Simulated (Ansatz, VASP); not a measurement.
## Re: VASP beside Ansatz

```
Re
1.0
     2.76639    0.00000    0.00000
    -1.38319    2.39576    0.00000
     0.00000    0.00000    8.93885
Re
4
Direct
  0.66667 0.33333 0.75000
  0.00000 0.00000 0.50000
  0.33333 0.66667 0.25000
  0.00000 0.00000 0.00000
```

Alike in both runs: task relaxation of cell and atoms; functional BLYP; k mesh 11 × 11 × 3; occupations fermi-dirac, width 0.05 eV; no spin polarisation.

```csv
,VASP,Ansatz
version,VASP 6.6.1,Ansatz 0.2.0
potentials or method,"VASP PAW PBE potentials, release 64 (Re)",Ansatz PAW
plane-wave cutoff (eV),600,420
valence electrons in the cell,28,60
```

Ansatz gave:

| Property | Result |
| --- | --- |
| relaxed volume (Å³/atom) | 15.52 |
| relaxed length of the cell vector where the two differ most in proportion (Å) | 2.811 |

**Question.** What did VASP give for the same quantities?

**Answer.** Relaxed volume (Å³/atom): 15.61; relaxed length of the cell vector where the two differ most in proportion (Å): 2.816.

VASP's potentials were made for PBE, not for BLYP. VASP's potentials hold 28 valence electrons a cell and Ansatz's 60, so a difference there can come from the potentials and not from the codes.

Spin-orbit coupling is off throughout. Noted on VASP's run: too few bands were computed for a metal, which touches its energy and stress. Noted on Ansatz's run: the plane-wave basis is chosen anew once the cell has moved, so the energies of steps on either side of that aren't comparable.
